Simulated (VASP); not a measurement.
Set up this calculation in VASP 6.6.1, as the native input.

```yaml
Task: relaxation of cell and atoms
Functional: PBE
Potentials_or_basis: VASP PAW PBE potentials, release 64 (K_sv, Lu, Al)
Cutoff: 600 eV
k_mesh: 6 × 6 × 4
Occupations: gaussian, width 0.1 eV
Spin: no spin polarisation
Dipole_correction: no
Further_INCAR_settings: ALGO = Normal; EDIFF = 1e-07; IBRION = 2; EDIFFG = -0.04; NSW = 90; ISIF = 3
```

The structure of KLu2Al3 lies in POSCAR:

```
KLu2Al3
1.0
    5.6646374600      0.0000000000      0.0000000000
   -2.8323187300      4.9057199400      0.0000000000
    0.0000000000      0.0000000000      4.6019456800
K Lu Al
1 2 3
Direct
    0.0000000000      0.0000000000      0.0000000000
    0.3333333300      0.6666666700      0.0000000000
    0.6666666700      0.3333333300      0.0000000000
    0.5000000000      0.0000000000      0.5000000000
    0.5000000000      0.5000000000      0.5000000000
    0.0000000000      0.5000000000      0.5000000000
```

The cell was generated, and may not be a known phase.

These files were run (other wordings do the same):

INCAR

```
  PREC = Accurate
  ENCUT = 600
  EDIFF = 1E-7
  ISMEAR = 0
  SIGMA = 0.1
  LREAL = False
  LASPH = True
  NELM = 120
  ALGO = Normal
  ISIF = 3
  LWAVE = False
  LCHARG = False
  GGA = PE
  IBRION = 2
  NSW = 90
  EDIFFG = -0.04
  GGA_COMPAT = False
  NELMIN = 4
```

KPOINTS

```
regular mesh
0
Gamma
  6 6 4
```

Potentials or basis: VASP PAW PBE potentials, release 64 (K_sv, Lu, Al).

Launch:

```console
$ cat potpaw_PBE.64/K_sv/POTCAR potpaw_PBE.64/Lu/POTCAR potpaw_PBE.64/Al/POTCAR > POTCAR
$ mpirun -np 1 vasp_std > vasp.out
```

Results of the run:

```yaml
Relaxed_volume: 27.30 Å³/atom
Relaxed_cell: a = 6.178 Å, b = 6.178 Å, c = 4.956 Å, α = 90.00°, β = 90.00°, γ = 120.00°
Space_group_after_relaxing_to_0.1_Å: P6/mmm (No. 191)
Energy_gained_by_relaxing: 242.1 meV/atom
Ionic_steps: 6
Pressure_after_relaxing: 0.0 GPa
Band_gap_on_the_k_mesh: zero (bands 34 and 35 overlap by 0.61 eV)
```

Caveat: the volume moved by over 15 % at a fixed basis, so the end points are rough; spin-orbit coupling is left out, which moves the levels of the heavy elements.

Run time: 30 min on 1 thread of Oxide Virtual Turin-like Processor (shared host), peak memory 0.35 GiB.
